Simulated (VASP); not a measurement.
KF (Carobbiite): single point with PBE

KF (Carobbiite):

```
K F
1.0
     0.00000    2.76250    2.76250
     2.76250    0.00000    2.76250
     2.76250    2.76250    0.00000
K F
1 1
Direct
  0.00000 0.00000 0.00000
  0.50000 0.50000 0.50000
```

This cell differs from its parent crystal: volume changed by +6%.

- Program: VASP 6.6.1
- Task: single point
- Functional: PBE
- Potentials or basis: VASP PAW PBE potentials, release 64 (K_sv, F)
- Cutoff: 520 eV
- k mesh: 6 × 6 × 6
- Occupations: gaussian, width 0.01 eV
- Spin: no spin polarisation

The pressure is -1.5 GPa. The band gap on the k mesh is 5.67 eV, direct.

Levels at points of the mesh, in eV from the valence-band top:
```tsv
k point	band 6	band 7	band 8	band 9	band 10	band 11
(0.00, 0.00, 0.00)	0.00	0.00	0.00	5.67	10.39	10.39
(0.50, 0.00, 0.00)	-0.69	-0.27	-0.27	8.64	9.88	11.60
(0.50, 0.50, 0.00)	-0.25	-0.07	-0.07	8.10	9.76	11.03
```

It took 5.7 s on 1 thread of AMD EPYC 9R45 96-Core Processor (Zen 5), with other jobs on the host, peak memory 0.13 GiB.
